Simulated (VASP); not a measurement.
Runs of VASP 6.6.1 on In4Ru. The structure is that of space group Im-3m (No. 229), or close to it. The cells are those of the table. The cell was built from a structure type or drawn by symmetry, and may not be a known phase.

```tsv
task	cell	k mesh	cutoff (eV)	gap on the mesh (eV)	pressure (GPa)	relaxed volume (Å³/atom)
relaxation of cell and atoms	relaxed from a = 5.440 Å, angles 109.5°, 5 atoms	8 × 8 × 8	600	none	0.0	24.65
single point	a = 5.327 Å, angles 109.5°, 5 atoms	4 × 4 × 4	520	none	(a)	-
single point	a = 5.440 Å, angles 109.5°, 5 atoms	4 × 4 × 4	520	none	-0.1	-
relaxation of cell and atoms	relaxed from a = 5.327 Å, angles 109.5°, 5 atoms	4 × 4 × 4	600	none	0.0	24.76
single point	a = 5.433 Å, angles 109.5°, 5 atoms	8 × 8 × 8	520	none	0.0	-
```

Alike in all rows: level PBE; potentials or basis VASP PAW PBE potentials, release 64 (In_d, Ru_pv); no spin polarisation; smearing gaussian 0.1 eV.

Task: Estimate the missing entries.

Result: (a) 5.3.

Caveats: some runs use coarse meshes; spin-orbit coupling is left out, which moves the levels of the heavy elements.

A k mesh can miss the band edges, and the runs leave out spin-orbit coupling on In, Ru.

A gap of «none» marks levels without a gap at the run's occupations.
